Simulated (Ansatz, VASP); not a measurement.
## One calculation of CdSe, two programs

```
CELL_PARAMETERS angstrom
0.00000 3.13049 3.13049
3.13049 0.00000 3.13049
3.13049 3.13049 0.00000
ATOMIC_POSITIONS crystal
Cd 0.00000 0.00000 0.00000
Se 0.25000 0.25000 0.25000
```

Change from the starting cell: volume scaled by 1.06.

Alike in both runs: task single point; functional PBE; k mesh 8 × 8 × 8; occupations fermi-dirac, width 0.03 eV; no spin polarisation.

```csv
,VASP,Ansatz
version,VASP 6.6.1,Ansatz 0.2.0
potentials or method,"VASP PAW PBE potentials, release 64 (Cd, Se), cutoff 520 eV","all-electron LAPW, scalar-relativistic"
```

|  | VASP | Ansatz | Ansatz less VASP |
| --- | --- | --- | --- |
| pressure (GPa) | -1.1 | -1.3 | -0.20 |

Ansatz ran all-electron here, and VASP with PAW potentials.
